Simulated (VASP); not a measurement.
# Ta (Fd-3m) in VASP: notebook

Runs on Ta. Level: PBE. Tasks: single point, relaxation of cell and atoms.

Program: VASP 6.6.1. These are calculated values, not measurements. Logs are shortened: lines on timing, memory, paths and dates and some standing lists are left out, and cuts for length are marked.

### Step 1. The cell of the first run

It takes space group Fd-3m (No. 227, cubic). The conventional cell has a = 6.107 Å, b = 6.107 Å, c = 6.107 Å, α = 90.00°, β = 90.00°, γ = 90.00°. Ta (site symmetry -43m) has 4 Ta at 2.64 Å within 3.5 Å.

This isn't the form of Ta at room conditions, which is bcc.

### Step 2. Single point, PBE

Input file INCAR:

```
PREC = Accurate
ENCUT = 500
EDIFF = 1E-6
ISMEAR = 0
SIGMA = 0.05
LREAL = False
LASPH = True
NELM = 120
ALGO = Normal
ISIF = 2
LWAVE = False
LCHARG = True
GGA = PE
LELF = True
LVHAR = True
NBANDS = 18
GGA_COMPAT = False
```

Input file KPOINTS:

```
Automatic mesh
0
Gamma
  8 8 8
```

Input file POSCAR:

```
Ta
1.0
    0.0000000000      3.0532680384      3.0532680384
    3.0532680384      0.0000000000      3.0532680384
    3.0532680384      3.0532680384      0.0000000000
Ta
2
Direct
    1.0000000000      1.0000000000      1.0000000000
    0.2500000000      0.2500000000      0.2500000000
```

Potentials or basis: VASP PAW PBE potentials, release 64 (Ta_pv).

Started as:

```console
$ cat potpaw_PBE.64/Ta_pv/POTCAR > POTCAR
$ mpirun -np 1 vasp_std > vasp.out
```

OUTCAR:

```text
PREC = Accurate
   ENCUT = 500
   EDIFF = 1E-6
   ISMEAR = 0
   LREAL = False
   LASPH = True
   NELM = 120
   ISIF = 2
   GGA = PE

 ion  position               nearest neighbor table
   1  0.000  0.000  0.000-   2 2.64   2 2.64   2 2.64   2 2.64
   2  0.250  0.250  0.250-   1 2.64   1 2.64   1 2.64   1 2.64

  LATTYP: Found a face centered cubic cell.
 ALAT       =     6.1065360768

  Lattice vectors:

 A1 = (   0.0000000000,   3.0532680384,   3.0532680384)
 A2 = (   3.0532680384,   0.0000000000,   3.0532680384)
 A3 = (   3.0532680384,   3.0532680384,   0.0000000000)

Analysis of symmetry for initial positions (statically):
=====================================================================
 Subroutine PRICEL returns:
 Original cell was already a primitive cell.

 Routine SETGRP: Setting up the symmetry group for a
 face centered cubic supercell.

 Subroutine GETGRP returns: Found 48 space group operations
 (whereof 24 operations were pure point group operations)
 out of a pool of 48 trial point group operations.

The static configuration has the point symmetry T_d .
 The point group associated with its full space group is O_h .

Analysis of symmetry for dynamics (positions and initial velocities):
=====================================================================
 Subroutine PRICEL returns:
 Original cell was already a primitive cell.

 Routine SETGRP: Setting up the symmetry group for a
 face centered cubic supercell.

 Subroutine GETGRP returns: Found 48 space group operations
 (whereof 24 operations were pure point group operations)
 out of a pool of 48 trial point group operations.

The dynamic configuration has the point symmetry T_d .
 The point group associated with its full space group is O_h .

 Subroutine INISYM returns: Found 48 space group operations
 (whereof 24 operations are pure point group operations),
 and found     1 'primitive' translations

----------------------------------------------------------------------------------------

                                     Primitive cell

  volume of cell :      56.9279

  direct lattice vectors                    reciprocal lattice vectors
     0.000000000  3.053268038  3.053268038    -0.163758960  0.163758960  0.163758960
     3.053268038  0.000000000  3.053268038     0.163758960 -0.163758960  0.163758960
     3.053268038  3.053268038  0.000000000     0.163758960  0.163758960 -0.163758960

  length of vectors
[... 80 lines left out ...]
   ENCUT  =  500.0 eV  36.75 Ry    6.06 a.u.   7.87  7.87  7.87*2*pi/ulx,y,z
   NELM   =    120;   NELMIN=  2; NELMDL= -5     # of ELM steps
   EDIFF  = 0.1E-05   stopping-criterion for ELM
   LREAL  =      F    real-space projection
   EDIFFG = 0.1E-04   stopping-criterion for IOM
   NSW    =      0    number of steps for IOM
   IBRION =     -1    ionic relax: 0-MD 1-quasi-New 2-CG
   NFREE  =      0    steps in history (QN), initial steepest desc. (CG)
   ISIF   =      2    stress and relaxation
   ISYM   =      2    0-nonsym 1-usesym 2-fastsym
   POTIM  = 0.5000    time-step for ionic-motion
   TEBEG  =    0.0;   TEEND  =   0.0 temperature during run
   PSTRESS=    0.0 pullay stress
   NELECT =      22.0000    total number of electrons
   NUPDOWN=      -1.0000    fix difference up-down
   EMIN   =  10.00;   EMAX   =-10.00  energy-range for DOS
   EFERMI =   0.00;   METHOD = LEGACY
   ISMEAR =     0;   SIGMA  =   0.05  broadening in eV -4-tet -1-fermi 0-gaus
   EFERMI_NEDOS =   21; number of points for ismear=-14 and -15
   IALGO  =     38    algorithm
   IMIX   =      4    mixing-type and parameters
     AMIX     =   0.40;   BMIX     =  1.00
     AMIX_MAG =   1.60;   BMIX_MAG =  1.00
  volume/ion in A,a.u.               =      28.46       192.08
  Fermi-wavevector in a.u.,A,eV,Ry     =   1.192452  2.253407 19.346682  1.421941
  Thomas-Fermi vector in A             =   2.328490
   LORBIT       =      0    0 simple, 1 ext, 2 COOP (PROOUT), +10 PAW based schemes
   GGA     = PE    functional components
   LHFCALC =     F    Hartree Fock is set to
   AEXX    =    0.0000 exact exchange contribution
   IVDW    =     0    specifies the selected vdW correction
   LEPSILON=     F    determine dielectric tensor
   LRPA    =     F    only Hartree local field effects (RPA)
 non-spin polarized calculation
 Gauss-broadening in eV      SIGMA  =   0.05
  energy-cutoff  :      500.00
  volume of cell :       56.93
 maximum number of plane-waves:      1459
   NGX = 15   NGY = 15   NGZ = 15

 number of electron      22.0000002 magnetization

 Free energy of the ion-electron system (eV)
  ---------------------------------------------------
  ext. energy  EPLUGINS =         0.00000000
  ---------------------------------------------------
  free energy    TOTEN  =       -17.86463060 eV

  energy without entropy =      -17.85853578  energy(sigma->0) =      -17.86158319

 E-fermi :   1.9488     XC(G=0): -10.0067

 val. band max:        1.9433965535   @ k =   0.2500   0.2500   0.0000
 cond. band min:       1.9514016819   @ k =   0.3750   0.1250   0.0000
 fundamental gap:      0.0080051284
 Fermi energy:         1.9487723024

 k-point     1 :       0.0000    0.0000    0.0000
  band No.  band energies     occupation
      1     -32.1557      2.00000
      2     -32.1557      2.00000
      3     -32.1557      2.00000
      4     -31.3641      2.00000
      5     -31.3641      2.00000
      6     -31.3641      2.00000
[... 481 lines left out ...]
      5     -31.2371      2.00000
      6     -31.1938      2.00000
[... 10 lines left out ...]
     17       7.0059      0.00000
     18       7.1811      0.00000

 [... further k-points ...]

------------------------ aborting loop because EDIFF is reached ----------------------------------------

  FORCE on cell =-STRESS in cart. coord.  units (eV):
  Direction    XX          YY          ZZ          XY          YZ          ZX
  --------------------------------------------------------------------------------------
  -------------------------------------------------------------------------------------
  Total        0.0214474      0.0214474      0.0214474      0.0000000     -0.0000000     -0.0000000
  in kB        0.6036157      0.6036157      0.6036157      0.0000000     -0.0000000     -0.0000000
  external PRESSURE =       0.6036157 kB  Pullay stress =       0.0000000 kB

 VOLUME and BASIS-vectors are now :
 -----------------------------------------------------------------------------
  energy-cutoff  :      500.00
  volume of cell :       56.93
      direct lattice vectors                 reciprocal lattice vectors
     0.000000000  3.053268038  3.053268038    -0.163758960  0.163758960  0.163758960
     3.053268038  0.000000000  3.053268038     0.163758960 -0.163758960  0.163758960
     3.053268038  3.053268038  0.000000000     0.163758960  0.163758960 -0.163758960

 POSITION                                       TOTAL-FORCE (eV/Angst)
 -----------------------------------------------------------------------------------
      0.00000      0.00000      0.00000        -0.000000     -0.000000     -0.000000
      1.52663      1.52663      1.52663         0.000000      0.000000      0.000000
 -----------------------------------------------------------------------------------
    total drift:                               -0.000000      0.000000      0.000000

  FREE ENERGIE OF THE ION-ELECTRON SYSTEM (eV)
  ---------------------------------------------------
  free  energy   TOTEN  =       -17.8646306015 eV

  energy  without entropy=      -17.8585357783  energy(sigma->0) =      -17.86158319
```

OSZICAR:

```text
N       E                     dE             d eps       ncg     rms          rms(c)
DAV:   1     0.166287246828E+03    0.16629E+03   -0.11861E+04  1052   0.112E+03
DAV:   2    -0.135198560196E+02   -0.17981E+03   -0.17687E+03  1284   0.323E+02
DAV:   3    -0.181317177490E+02   -0.46119E+01   -0.45037E+01  1296   0.482E+01
DAV:   4    -0.181873927493E+02   -0.55675E-01   -0.55475E-01  1288   0.546E+00
DAV:   5    -0.181881056430E+02   -0.71289E-03   -0.71276E-03  1306   0.563E-01    0.120E+01
DAV:   6    -0.179198588318E+02    0.26825E+00   -0.50173E-01  1322   0.487E+00    0.623E+00
DAV:   7    -0.178686928461E+02    0.51166E-01   -0.19520E-01  1330   0.341E+00    0.112E+00
DAV:   8    -0.178645939749E+02    0.40989E-02   -0.20437E-02  1226   0.816E-01    0.104E-01
DAV:   9    -0.178646198475E+02   -0.25873E-04   -0.73576E-04  1156   0.177E-01    0.619E-02
DAV:  10    -0.178646309165E+02   -0.11069E-04   -0.68992E-05  1250   0.590E-02    0.440E-03
DAV:  11    -0.178646306015E+02    0.31498E-06   -0.30307E-06  1214   0.963E-03
   1 F= -.17864631E+02 E0= -.17861583E+02  d E =-.609482E-02
```

Wall time 13 s (1 thread of AMD EPYC 9R45 (Zen 5), shared host); peak memory 0.15 GiB.

What came out:

- Free energy: -17.8646 eV
- Pressure: 0.1 GPa
- Band gap on the k mesh: zero (bands 11 and 12 overlap by 1.02 eV)

Caveat: spin-orbit coupling is left out, which moves the levels of the heavy elements.

(Continued in part 2 of 2.)
